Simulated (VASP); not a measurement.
Input of a VASP 6.6.1 run:

Contents of INCAR:

```
PREC = Accurate
ENCUT = 520
EDIFF = 1E-6
ISMEAR = 0
SIGMA = 0.15
LREAL = False
LASPH = True
NELM = 80
ALGO = Normal
ISIF = 2
LWAVE = False
LCHARG = True
GGA = PS
LELF = True
LVHAR = True
NBANDS = 21
```

File KPOINTS:

```
regular mesh
0
Gamma
  16 16 16
```

POSCAR

```
Ge
1.0
    1.1060840032      3.4762640100      3.4762640100
    3.4762640100      1.1060840032      3.4762640100
    3.4762640100      3.4762640100      1.1060840032
Ge
2
Direct
    0.5000000000      0.5000000000      0.5000000000
    0.7500000000      0.7500000000      0.7500000000
```

Potentials or basis: VASP PAW PBE potentials, release 64 (Ge_d).

The run is started by

```sh
$ cat potpaw_PBE.64/Ge_d/POTCAR > POTCAR
$ mpirun -np 1 vasp_std > vasp.out
```

Task: Predict the largest force.

Result: 3.096 eV/Å.

Task: What does it give for the pressure?

Result: 17.9 GPa.

Forces on the atoms (eV/Å):
```
Ge   1.788  1.788  1.788
Ge  -1.788 -1.788 -1.788
```

Caveat: the cell stands under pressure; the PAW data sets were made with another functional, which shifts forces and pressure a little.
